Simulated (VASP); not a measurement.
Wanted: the native input for a VASP 6.6.1 run.

```
Task                   : single point
Functional             : PBE
Potentials or basis    : VASP PAW PBE potentials, release 64 (Ga_d, Sb)
Cutoff                 : 520 eV
k mesh                 : 16 × 16 × 16
Occupations            : gaussian, width 0.15 eV
Spin                   : no spin polarisation
Dipole correction      : no
Further INCAR settings : ALGO = Normal; EDIFF = 1e-06; NBANDS = 16
```

The structure of GaSb lies in POSCAR:

```
GaSb
1.0
   -2.7012000000      2.7012000000      1.5810862174
    2.7012000000     -2.7012000000      1.5810862174
    2.7012000000      2.7012000000     -1.5810862174
Ga Sb
1 1
Direct
    0.2500000000      0.7500000000      0.5000000000
    0.0000000000      0.0000000000      0.0000000000
```

These files were run (other wordings do the same):

INCAR

```
SYSTEM = GaSb
ALGO = Normal ; EDIFF = 1E-6
ENCUT = 520 ; GGA = PE
ISIF = 2 ; ISMEAR = 0
LASPH = .TRUE. ; LCHARG = .FALSE.
LREAL = .FALSE. ; LWAVE = .FALSE.
NBANDS = 16 ; NELM = 100
PREC = Accurate ; SIGMA = 0.15
```

KPOINTS

```
k-points
0
G
  16 16 16
  0 0 0
```

Potentials or basis: VASP PAW PBE potentials, release 64 (Ga_d, Sb).

Command:

```console
$ cat potpaw_PBE.64/Ga_d/POTCAR potpaw_PBE.64/Sb/POTCAR > POTCAR
$ mpirun -np 1 vasp_std > vasp.out
```

Results of the run:

| Property | Result |
| --- | --- |
| Pressure | 2.9 GPa |
| Band gap on the k mesh | zero (band 9 reaches 8.99 eV, above the bottom of band 10 at 3.90 eV) |

Caveat: spin-orbit coupling is left out, which moves the levels of the heavy elements.

Run time: 64 s on 1 thread of Intel(R) Xeon(R) 6975P-C (Granite Rapids), with other jobs on the host, peak memory 0.38 GiB.
